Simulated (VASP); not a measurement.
# As (Cmce) in VASP: notebook

Runs on As. Level: r2SCAN. Tasks: single point, relaxation of cell and atoms.

Everything below comes from runs of VASP 6.6.1. Logs are shortened: lines on timing, memory, paths and dates and some standing lists are left out, and cuts for length are marked.

## 1. The cell of the first run

The structure is orthorhombic, space group Cmce (No. 64). Conventional cell: a = 3.657 Å, b = 11.386 Å, c = 4.720 Å, α = 90.00°, β = 90.00°, γ = 90.00°. As (site symmetry m) has 3 As at 2.48 Å within 3.3 Å.

## 2. Single point, r2SCAN

POSCAR

```
As
1.0
   -1.8284101851      0.0000000000      5.6929091890
    0.0000000000     -4.7204954759      0.0000000000
    1.8284101851      0.0000000000      5.6929091890
As
4
Direct
    0.1044723544      0.9267786978      0.1044723544
    0.6044723544      0.5732213022      0.6044723544
    0.8955276456      0.0732213022      0.8955276456
    0.3955276456      0.4267786978      0.3955276456
```

INCAR.step1

```
SYSTEM = As
ALGO = Normal
EDIFF = 1E-4
ENCUT = 520
GGA = PE
ISMEAR = -1
LASPH = .TRUE.
LCHARG = .FALSE.
LREAL = .FALSE.
LWAVE = .TRUE.
NBANDS = 18
NELM = 60
PREC = Accurate
SIGMA = 0.0106
```

INCAR.step2

```
SYSTEM = As
ALGO = Normal
EDIFF = 1E-7
ENCUT = 520
ISIF = 2
ISMEAR = -1
ISTART = 1
LASPH = .TRUE.
LCHARG = .TRUE.
LELF = .TRUE.
LMIXTAU = .TRUE.
LREAL = .FALSE.
LVHAR = .TRUE.
LWAVE = .FALSE.
METAGGA = R2SCAN
NBANDS = 18
NELM = 60
PREC = Accurate
SIGMA = 0.0106
```

KPOINTS

```
k-points
0
G
  6 6 6
  0 0 0
```

Potentials or basis: VASP PAW PBE potentials, release 64 (As).

Launch:

```console
$ cat potpaw_PBE.64/As/POTCAR > POTCAR
$ cp INCAR.step1 INCAR
$ mpirun -np 1 vasp_std > vasp.out
$ cp INCAR.step2 INCAR
$ mpirun -np 1 vasp_std > vasp.out
```

OUTCAR:

```text
SYSTEM = As
   EDIFF = 1E-7
   ENCUT = 520
   ISIF = 2
   ISMEAR = -1
   ISTART = 1
   LASPH = .TRUE.
   LREAL = .FALSE.
   METAGGA = R2SCAN
   NELM = 60
   PREC = Accurate

 ion  position               nearest neighbor table
   1  0.104  0.927  0.104-   2 2.48   2 2.48   3 2.48
   2  0.604  0.573  0.604-   1 2.48   1 2.48   4 2.48
   3  0.896  0.073  0.896-   4 2.48   4 2.48   1 2.48
   4  0.396  0.427  0.396-   3 2.48   3 2.48   2 2.48

  LATTYP: Found a base centered orthorhombic cell.
 ALAT       =     3.6568203702
 B/A-ratio  =     3.1135842687
 C/A-ratio  =     1.2908743110

  Lattice vectors:

 A1 = (   1.8284101851,   0.0000000000,  -5.6929091890)
 A2 = (   1.8284101851,   0.0000000000,   5.6929091890)
 A3 = (   0.0000000000,  -4.7204954759,   0.0000000000)

Analysis of symmetry for initial positions (statically):
=====================================================================
 Subroutine PRICEL returns:
 Original cell was already a primitive cell.

 Routine SETGRP: Setting up the symmetry group for a
 base centered orthorhombic supercell.

 Subroutine GETGRP returns: Found  8 space group operations
 (whereof  4 operations were pure point group operations)
 out of a pool of  8 trial point group operations.

The static configuration has the point symmetry C_2h.
 The point group associated with its full space group is D_2h.

Analysis of symmetry for dynamics (positions and initial velocities):
=====================================================================
 Subroutine PRICEL returns:
 Original cell was already a primitive cell.

 Routine SETGRP: Setting up the symmetry group for a
 base centered orthorhombic supercell.

 Subroutine GETGRP returns: Found  8 space group operations
 (whereof  4 operations were pure point group operations)
 out of a pool of  8 trial point group operations.

The dynamic configuration has the point symmetry C_2h.
 The point group associated with its full space group is D_2h.

 Subroutine INISYM returns: Found  8 space group operations
 (whereof  4 operations are pure point group operations),
 and found     1 'primitive' translations

----------------------------------------------------------------------------------------

                                     Primitive cell

  volume of cell :      98.2710

  direct lattice vectors                    reciprocal lattice vectors
    -1.828410185  0.000000000  5.692909189    -0.273461614  0.000000000  0.087828557
     0.000000000 -4.720495476  0.000000000     0.000000000 -0.211842169  0.000000000
     1.828410185  0.000000000  5.692909189     0.273461614  0.000000000  0.087828557

  length of vectors
     5.979322607  4.720495476  5.979322607     0.287219619  0.211842169  0.287219619

  position of ions in fractional coordinates (direct lattice)
     0.104472354  0.926778698  0.104472354
     0.604472354  0.573221302  0.604472354
     0.895527646  0.073221302  0.895527646
     0.395527646  0.426778698  0.395527646

  ion indices of the primitive-cell ions
   primitive index   ion index
                 1           1
                 2           2
                 3           3
                 4           4

----------------------------------------------------------------------------------------

 KPOINTS: k-points

Automatic generation of k-mesh.
 Grid dimensions read from file:
 generate k-points for:    6    6    6

 Generating k-lattice:

  Cartesian coordinates                     Fractional coordinates (reciprocal lattice)
    -0.045576936  0.000000000  0.014638093     0.166666667  0.000000000  0.000000000
     0.000000000 -0.035307028  0.000000000     0.000000000  0.166666667  0.000000000
     0.045576936  0.000000000  0.014638093     0.000000000  0.000000000  0.166666667

  Length of vectors
     0.047869937  0.035307028  0.047869937

  Shift w.r.t. Gamma in fractional coordinates (k-lattice)
     0.000000000  0.000000000  0.000000000

 Subroutine IBZKPT returns following result:
 ===========================================

 Found     52 irreducible k-points:

 Following reciprocal coordinates:
            Coordinates               Weight
  0.000000  0.000000  0.000000      1.000000
  0.166667  0.000000  0.000000      4.000000
  0.333333  0.000000  0.000000      4.000000
  0.500000  0.000000  0.000000      2.000000
  0.000000  0.166667  0.000000      2.000000
  0.166667  0.166667  0.000000      8.000000
[... 16 lines left out ...]
  0.333333  0.166667  0.166667      8.000000
  0.500000  0.166667  0.166667      8.000000
 [... further k-points ...]
   k-points           NKPTS =     52   k-points in BZ     NKDIM =     52   number of bands    NBANDS=     18
   number of dos      NEDOS =    301   number of ions     NIONS =      4
   total plane-waves  NPLWV =  82944
   dimension x,y,z NGX =    48 NGY =   36 NGZ =   48
   dimension x,y,z NGXF=    96 NGYF=   72 NGZF=   96
   ions per type =               4
   NGX,Y,Z   is equivalent  to a cutoff of  13.35, 12.68, 13.35 a.u.
   NGXF,Y,Z  is equivalent  to a cutoff of  26.69, 25.36, 26.69 a.u.
 SYSTEM =  As
   PREC   = accura    normal or accurate (medium, high low for compatibility)
   ISTART =      1    job   : 0-new  1-cont  2-samecut
   ICHARG =      0    charge: 1-file 2-atom 10-const
   ISPIN  =      1    spin polarized calculation?
   LNONCOLLINEAR =      F non collinear calculations
   LSORBIT =      F    spin-orbit coupling
   LASPH  =      T    aspherical Exc in radial PAW
   ENCUT  =  520.0 eV  38.22 Ry    6.18 a.u.  11.12  8.78 11.12*2*pi/ulx,y,z
   NELM   =     60;   NELMIN=  2; NELMDL=  0     # of ELM steps
   EDIFF  = 0.1E-06   stopping-criterion for ELM
   LREAL  =      F    real-space projection
   EDIFFG = 0.1E-05   stopping-criterion for IOM
   NSW    =      0    number of steps for IOM
   IBRION =     -1    ionic relax: 0-MD 1-quasi-New 2-CG
   NFREE  =      0    steps in history (QN), initial steepest desc. (CG)
   ISIF   =      2    stress and relaxation
   ISYM   =      2    0-nonsym 1-usesym 2-fastsym
   POTIM  = 0.5000    time-step for ionic-motion
   TEBEG  =    0.0;   TEEND  =   0.0 temperature during run
   PSTRESS=    0.0 pullay stress
   NELECT =      20.0000    total number of electrons
   NUPDOWN=      -1.0000    fix difference up-down
   EMIN   =  10.00;   EMAX   =-10.00  energy-range for DOS
[... 27 lines left out ...]
  ---------------------------------------------------
  ext. energy  EPLUGINS =         0.00000000
  ---------------------------------------------------
  free energy    TOTEN  =       -58.82245543 eV

  energy without entropy =      -58.82245509  energy(sigma->0) =      -58.82245526

 E-fermi :   3.9725     XC(G=0):  -9.6409

 val. band max:        3.8812965500   @ k =   0.5000   0.0000   0.5000
 cond. band min:       4.0636164921   @ k =   0.5000   0.0000   0.5000
 fundamental gap:      0.1823199421
 Fermi energy:         3.9724565951

 k-point     1 :       0.0000    0.0000    0.0000
  band No.  band energies     occupation
      1     -11.4018      2.00000
      2      -8.8444      2.00000
      3      -6.1681      2.00000
      4      -2.5338      2.00000
      5      -2.0442      2.00000
      6      -0.2496      2.00000
[... 10 lines left out ...]
     17      11.8008      0.00000
     18      11.9697      0.00000

 k-point     2 :       0.1667    0.0000    0.0000
  band No.  band energies     occupation
      1     -11.1068      2.00000
      2      -8.5748      2.00000
      3      -6.4527      2.00000
      4      -3.1798      2.00000
      5      -1.7446      2.00000
      6      -0.2665      2.00000
[... 10 lines left out ...]
     17      10.1203      0.00000
     18      11.5191      0.00000

 k-point     3 :       0.3333    0.0000    0.0000
  band No.  band energies     occupation
      1     -10.2479      2.00000
      2      -7.7714      2.00000
      3      -7.4669      2.00000
      4      -4.7840      2.00000
      5      -0.9450      2.00000
      6      -0.7889      2.00000
[... 10 lines left out ...]
     17      11.4287      0.00000
     18      11.4297      0.00000

 k-point     4 :       0.5000    0.0000    0.0000
  band No.  band energies     occupation
      1      -8.9328      2.00000
      2      -8.9328      2.00000
      3      -6.4656      2.00000
      4      -6.4656      2.00000
      5      -0.4465      2.00000
      6      -0.4465      2.00000
[... 10 lines left out ...]
     17      11.5413      0.00000
     18      11.5413      0.00000

 k-point     5 :       0.0000    0.1667    0.0000
  band No.  band energies     occupation
      1     -11.2626      2.00000
      2      -9.0298      2.00000
      3      -6.1649      2.00000
      4      -3.2490      2.00000
      5      -1.6712      2.00000
      6       0.2437      2.00000
[... 10 lines left out ...]
     17      11.2787      0.00000
     18      12.1756      0.00000

 k-point     6 :       0.1667    0.1667    0.0000
  band No.  band energies     occupation
      1     -10.9706      2.00000
      2      -8.7721      2.00000
      3      -6.3683      2.00000
      4      -3.6109      2.00000
      5      -1.4712      2.00000
      6      -0.6565      2.00000
[... 10 lines left out ...]
     17      10.7629      0.00000
     18      11.7452      0.00000

 k-point     7 :       0.3333    0.1667    0.0000
  band No.  band energies     occupation
      1     -10.1256      2.00000
      2      -8.1405      2.00000
      3      -7.0847      2.00000
      4      -4.9046      2.00000
      5      -1.3629      2.00000
      6      -0.7729      2.00000
[... 10 lines left out ...]
     17      11.0113      0.00000
     18      12.0263      0.00000

 k-point     8 :       0.5000    0.1667    0.0000
  band No.  band energies     occupation
      1      -8.8708      2.00000
      2      -8.8708      2.00000
      3      -6.4678      2.00000
      4      -6.4678      2.00000
      5      -0.7989      2.00000
      6      -0.7989      2.00000
[... 10 lines left out ...]
     17      11.2313      0.00000
     18      11.2313      0.00000
[... 229 lines left out ...]
     17      11.4747      0.00000
     18      11.4830      0.00000

 k-point    20 :      -0.3333    0.0000    0.1667
  band No.  band energies     occupation
      1      -8.9974      2.00000
      2      -8.8613      2.00000
      3      -6.6390      2.00000
      4      -6.2918      2.00000
      5      -0.5810      2.00000
      6      -0.3495      2.00000
[... 10 lines left out ...]
     17      11.3821      0.00000
     18      11.7966      0.00000

 k-point    21 :      -0.1667    0.0000    0.1667
  band No.  band energies     occupation
      1     -10.2906      2.00000
      2      -7.6619      2.00000
      3      -7.4466      2.00000
      4      -4.8466      2.00000
      5      -1.1157      2.00000
      6      -0.7894      2.00000
[... 10 lines left out ...]
     17      11.2253      0.00000
     18      12.6285      0.00000

 k-point    22 :       0.1667    0.1667    0.1667
  band No.  band energies     occupation
      1     -11.2185      2.00000
      2      -9.1076      2.00000
      3      -6.1874      2.00000
      4      -3.3780      2.00000
      5      -1.4300      2.00000
      6       0.2856      2.00000
[... 10 lines left out ...]
     17      11.0489      0.00000
     18      11.3602      0.00000

 k-point    23 :       0.3333    0.1667    0.1667
  band No.  band energies     occupation
      1     -10.8921      2.00000
      2      -8.9052      2.00000
      3      -6.4140      2.00000
      4      -3.7408      2.00000
      5      -1.1568      2.00000
      6      -0.6142      2.00000
[... 10 lines left out ...]
     17      10.6379      0.00000
     18      11.3980      0.00000

 k-point    24 :       0.5000    0.1667    0.1667
  band No.  band energies     occupation
      1     -10.0356      2.00000
      2      -8.2458      2.00000
      3      -7.2160      2.00000
      4      -4.8287      2.00000
      5      -1.4353      2.00000
      6      -0.5658      2.00000
[... 10 lines left out ...]
     17      10.6947      0.00000
     18      11.9683      0.00000

 [... further k-points ...]
[... 5 lines left out ...]
  --------------------------------------------------------------------------------------
  -------------------------------------------------------------------------------------
  Total        0.0635118      0.0704553      0.0995411      0.0000000      0.0000000      0.0000000
  in kB        1.0354753      1.1486799      1.6228850      0.0000000      0.0000000      0.0000000
  external PRESSURE =       1.2690134 kB  Pullay stress =       0.0000000 kB

 VOLUME and BASIS-vectors are now :
 -----------------------------------------------------------------------------
  energy-cutoff  :      520.00
  volume of cell :       98.27
      direct lattice vectors                 reciprocal lattice vectors
    -1.828410185  0.000000000  5.692909189    -0.273461614  0.000000000  0.087828557
     0.000000000 -4.720495476  0.000000000     0.000000000 -0.211842169  0.000000000
     1.828410185  0.000000000  5.692909189     0.273461614  0.000000000  0.087828557

 POSITION                                       TOTAL-FORCE (eV/Angst)
 -----------------------------------------------------------------------------------
      0.00000     -4.37485      1.18950         0.000000     -0.026858      0.024421
      0.00000     -2.70589      6.88241         0.000000      0.026858      0.024421
      0.00000     -0.34564     10.19632         0.000000      0.026858     -0.024421
      0.00000     -2.01461      4.50341         0.000000     -0.026858     -0.024421
 -----------------------------------------------------------------------------------
    total drift:                                0.000000     -0.000000      0.000000

  FREE ENERGIE OF THE ION-ELECTRON SYSTEM (eV)
  ---------------------------------------------------
  free  energy   TOTEN  =       -58.8224554329 eV

  energy  without entropy=      -58.8224550860  energy(sigma->0) =      -58.82245526
```

It took 3.6 min on 1 thread of Intel Xeon 6975P-C (Granite Rapids), shared host; peak memory 0.33 GiB.

Results:

| Quantity | Value |
| --- | --- |
| Free energy | -58.8225 eV |
| Pressure | 0.1 GPa |
| Largest force | 0.036 eV/Å |

Forces in eV/Å, atoms in the order of the input:
```
As   0.000 -0.027  0.024
As   0.000  0.027  0.024
As   0.000  0.027 -0.024
As   0.000 -0.027 -0.024
```

Levels at points of the mesh, in eV from the Fermi level:
```
           k point  band 6  band 7  band 8  band 9  band 10  band 11  band 12  band 13  band 14  band 15
(0.00, 0.00, 0.00)   -4.22   -3.37   -2.34   -2.03    -1.19     1.45     1.85     2.22     3.04     4.89
(0.50, 0.00, 0.00)   -4.42   -2.97   -2.97   -2.51    -2.51     1.02     1.02     1.49     1.49     3.34
(0.00, 0.50, 0.00)   -4.22   -2.48   -2.48   -1.08    -1.08     1.06     1.06     2.58     2.58     4.73
(0.50, 0.50, 0.00)   -5.31   -4.77   -4.77   -1.90    -1.90     2.11     2.11     4.08     4.08     5.94
(0.50, 0.00, 0.50)   -4.71   -3.59   -1.68   -1.54    -0.09     0.09     1.79     2.13     2.80     4.98
(0.50, 0.50, 0.50)   -2.54   -2.39   -2.39   -1.49    -1.49     1.45     1.45     2.09     2.09     2.93
```

Caveat: the PAW data sets were made with another functional, which shifts forces and pressure a little.

## 3. Relaxation of cell and atoms, r2SCAN

This run uses another cell than the first one, of 23.06 Å³/atom.

POSCAR

```
As
1.0
   -1.8401900500      0.0000000000      5.5560559000
    0.0000000000     -4.5117607200      0.0000000000
    1.8401900500      0.0000000000      5.5560559000
As
4
Direct
    0.0980000000      0.9100000000      0.0980000000
    0.5980000000      0.5900000000      0.5980000000
    0.9020000000      0.0900000000      0.9020000000
    0.4020000000      0.4100000000      0.4020000000
```

INCAR.step1

```
SYSTEM = As
  PREC = Accurate
  ENCUT = 600
  ISMEAR = -1
  SIGMA = 0.0106
  LREAL = .FALSE.
  LASPH = .TRUE.
  NELM = 60
  GGA = PE
  ALGO = Normal
  EDIFF = 1E-4
  LWAVE = .TRUE.
  LCHARG = .FALSE.
```

INCAR.step2

```
SYSTEM = As
  PREC = Accurate
  ENCUT = 600
  EDIFF = 1E-7
  ISMEAR = -1
  SIGMA = 0.0106
  LREAL = .FALSE.
  LASPH = .TRUE.
  NELM = 60
  ALGO = Normal
  ISIF = 3
  LWAVE = .FALSE.
  LCHARG = .FALSE.
  METAGGA = R2SCAN
  LMIXTAU = .TRUE.
  IBRION = 2
  NSW = 100
  EDIFFG = -0.03
  ISTART = 1
```

KPOINTS

```
regular mesh
0
G
  6 6 6
  0 0 0
```

Potentials or basis: VASP PAW PBE potentials, release 64 (As).

Launch:

```console
$ cat potpaw_PBE.64/As/POTCAR > POTCAR
$ cp INCAR.step1 INCAR
$ mpirun -np 1 vasp_std > vasp.out
$ cp INCAR.step2 INCAR
$ mpirun -np 1 vasp_std > vasp.out
```

Run time: 31 min. Hardware: 1 thread of Intel Xeon 6975P-C (Granite Rapids), shared host; peak memory 0.35 GiB.

The run converged. Its results:

| Item | Value |
| --- | --- |
| Free energy | -58.8232 eV |
| Relaxed volume | 24.52 Å³/atom |
| Relaxed cell | a = 5.977 Å, b = 4.706 Å, c = 5.977 Å, α = 90.00°, β = 35.69°, γ = 90.00° |
| Space group after relaxing (to 0.1 Å) | Cmce (No. 64) |
| Energy gained by relaxing | 191.1 meV/atom |
| Ionic steps | 15 |
| Pressure after relaxing | 0.0 GPa |
| Largest force after relaxing | 0.011 eV/Å |

Forces in eV/Å, atoms in the order of the input:
```
As   0.000 -0.001  0.011
As   0.000  0.001  0.011
As   0.000  0.001 -0.011
As   0.000 -0.001 -0.011
```

Stress tensor (GPa, compression positive):
```
-0.06  0.00  0.00
 0.00  0.04  0.00
 0.00  0.00  0.08
```

Step by step:
```
step  energy change (eV)  largest force (eV/Å)  pressure (GPa)  volume (Å³)
   1              0.0000                2.4593           11.79        92.26
   2             -0.1757                1.1792           -8.11       116.81
   3             -0.6881                0.2969           -1.53       104.27
   4             -0.6889                0.3430           -1.23       103.87
   5             -0.6889                0.3723           -1.04       103.63
   6             -0.7481                0.1422           -0.59       101.85
   7             -0.7598                0.0612           -0.29       100.76
   8             -0.7599                0.0675           -0.27       100.67
   9             -0.7607                0.0601            0.09       100.02
  10             -0.7607                0.0492            0.02       100.16
  11             -0.7615                0.0411           -0.01        99.95
  12             -0.7631                0.0256           -0.09        99.34
  13             -0.7635                0.0613           -0.23        98.12
  14             -0.7638                0.0409           -0.18        98.60
  15             -0.7642                0.0110            0.02        98.07
```

Final structure:
```xyz
4
Lattice="-1.8316 0.0000 5.6892 0.0000 -4.7056 0.0000 1.8316 0.0000 5.6892" Properties=species:S:1:pos:R:3 pbc="T T T"
As    0.0000   -4.3644    1.1912
As    0.0000   -2.6940    6.8803
As    0.0000   -0.3412   10.1871
As    0.0000   -2.0116    4.4980
```

Levels at points of the mesh, in eV from the Fermi level:
```tsv
k point	band 7	band 8	band 9	band 10	band 11	band 12	band 13	band 14
(0.00, 0.00, 0.00)	-3.37	-2.32	-2.03	-1.17	1.49	1.87	2.24	3.05
(0.50, 0.00, 0.00)	-2.94	-2.94	-2.50	-2.50	1.04	1.04	1.48	1.48
(0.00, 0.50, 0.00)	-2.47	-2.47	-1.05	-1.05	1.06	1.06	2.55	2.55
(0.50, 0.50, 0.00)	-4.75	-4.75	-1.90	-1.90	2.13	2.13	4.13	4.13
(0.50, 0.00, 0.50)	-3.59	-1.67	-1.54	-0.09	0.09	1.81	2.14	2.81
(0.50, 0.50, 0.50)	-2.37	-2.37	-1.46	-1.46	1.45	1.45	2.09	2.09
```

Caveat: the PAW data sets were made with another functional, which shifts forces and pressure a little. Zero-point motion and thermal expansion aren't in these numbers.
